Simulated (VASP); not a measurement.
## Cs: relaxation of cell and atoms with PBEsol

Crystal: Cs.

```
CELL_PARAMETERS angstrom
3.87202 0.00000 0.00000
0.00000 3.87202 0.00000
0.00000 0.00000 3.87202
ATOMIC_POSITIONS crystal
Cs 0.00000 0.00000 0.00000
```

This isn't the form of Cs at room conditions, which is bcc.

```json
{
  "Program": "VASP 6.6.1",
  "Task": "relaxation of cell and atoms",
  "Functional": "PBEsol",
  "Potentials or basis": "VASP PAW PBE potentials, release 64 (Cs_sv)",
  "Cutoff": "600 eV",
  "k mesh": "10 × 10 × 10",
  "Occupations": "fermi-dirac, width 0.05 eV",
  "Spin": "no spin polarisation",
  "Target pressure": "2.9 GPa",
  "Dipole correction": "no",
  "Further INCAR settings": "ALGO = Normal; EDIFF = 1e-06; IBRION = 2; EDIFFG = -0.005; NSW = 60; ISIF = 3"
}
```

```yaml
Relaxed_volume: 48.23 Å³/atom
Relaxed_cell: a = 3.640 Å, b = 3.640 Å, c = 3.640 Å, α = 90.00°, β = 90.00°, γ = 90.00°
Space_group_after_relaxing_to_0.1_Å: Pm-3m (No. 221)
Energy_change_on_relaxing_the_run_minimises_the_enthalpy: +147.3 meV/atom
Ionic_steps: 5
Pressure_after_relaxing: 2.9 GPa
Band_gap_on_the_k_mesh: zero (an odd number of electrons rules out a gap without spin polarisation)
```

The path:
```csv
step,energy change (eV),largest force (eV/Å),pressure (GPa),volume (Å³)
1,0.0000,0.0000,2.08,58.05
2,0.0333,0.0000,2.24,55.59
3,0.1404,0.0000,2.84,48.62
4,0.1509,0.0000,2.93,48.03
5,0.1473,0.0000,2.90,48.23
```

Final structure:
```
Cs
1.0
     3.64002    0.00000    0.00000
     0.00000    3.64002    0.00000
     0.00000    0.00000    3.64002
Cs
1
Direct
  0.00000 0.00000 0.00000
```

Levels at points of the mesh, in eV from the Fermi level:
```
           k point  band 2  band 3  band 4  band 5  band 6  band 7  band 8
(0.00, 0.00, 0.00)   -9.85   -9.85   -9.85   -1.85    0.80    0.80    8.01
(0.50, 0.00, 0.00)  -11.91   -9.62   -9.62    0.55    1.73    2.18    4.19
(0.50, 0.50, 0.00)  -11.53  -11.53   -9.41   -1.19    2.27    5.09    5.09
(0.50, 0.50, 0.50)  -11.20  -11.20  -11.20    0.27    0.27    0.27    3.72
```

Run time: 25 s on 1 thread of Intel(R) Xeon(R) 6975P-C (Granite Rapids), on a shared host, peak memory 0.2 GiB.

Caveat: the cell is relaxed towards a set pressure, so the run minimises the enthalpy, not the energy; the volume moved by over 15 % at a fixed basis, so the end points are rough; the PAW data sets were made with another functional, which shifts forces and pressure a little; spin-orbit coupling is left out, which moves the levels of the heavy elements.
